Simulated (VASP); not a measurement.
KF (Carobbiite): single point with LDA

Crystal: KF (Carobbiite).

```
CELL_PARAMETERS angstrom
0.00000 2.67185 2.67185
2.67185 0.00000 2.67185
2.67185 2.67185 0.00000
ATOMIC_POSITIONS crystal
K 0.00000 0.00000 0.00000
F 0.50000 0.50000 0.50000
```

```
Program                : VASP 6.6.1
Task                   : single point
Functional             : LDA
Potentials or basis    : VASP PAW LDA potentials, release 64 (K_sv, F)
Cutoff                 : 520 eV
k mesh                 : 9 × 9 × 9
Occupations            : gaussian, width 0.1 eV
Spin                   : no spin polarisation
Dipole correction      : no
Further INCAR settings : ALGO = Normal; EDIFF = 1e-07; NBANDS = 15
```

* Pressure: -3.4 GPa
* Band gap on the k mesh: 5.79 eV, direct

Levels at points of the mesh, in eV from the valence-band top:
```tsv
k point	band 4	band 5	band 6	band 7	band 8	band 9	band 10	band 11	band 12	band 13
(0.00, 0.00, 0.00)	-9.10	-9.10	0.00	0.00	0.00	5.79	10.51	10.51	10.51	12.25
```

It took 15 s on 1 thread of Intel Xeon 6975P-C (shared host), peak memory 0.15 GiB.

A k mesh can miss the band edges. A hybrid or GW would open this gap; LDA tends to underestimate it.
